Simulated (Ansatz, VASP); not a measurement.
**FeO, level by level in two programs**

```
CELL_PARAMETERS angstrom
0.00000 2.12627 2.12627
2.12627 0.00000 2.12627
2.12627 2.12627 0.00000
ATOMIC_POSITIONS crystal
Fe 0.00000 0.00000 0.00000
O 0.50000 0.50000 0.50000
```

Single points on this cell with VASP 6.6.1 and Ansatz 0.2.0. Each row is one pair of runs. Alike in all rows: spin: collinear, typed start; k mesh: 11 × 11 × 11; smearing: fermi-dirac, width 0.05 eV; VASP's potentials, cutoff: VASP PAW PBE potentials, release 64 (Fe_sv, O), 700 eV; Ansatz's potentials, cutoff: Ansatz PAW, 420 eV.

```tsv
level	gap on the k mesh at the Fermi level (eV), VASP	gap on the k mesh at the Fermi level (eV), Ansatz	pressure (GPa), VASP	pressure (GPa), Ansatz	net moment per atom (μB), VASP	net moment per atom (μB), Ansatz
revPBE	none	none	11.1	12.3	2.00	2.00
PBE+D4	none	none	3.5	4.7	2.00	2.00
BLYP+D4	?	none	?	8.9	?	2.00
```

**Question.** Fill in what VASP gave in row 3.

**Answer.** gap on the k mesh at the Fermi level (eV): none; pressure (GPa): 7.9; net moment per atom (μB): 2.00.

A gap of «none» marks a metal or a gap that the smearing closes.
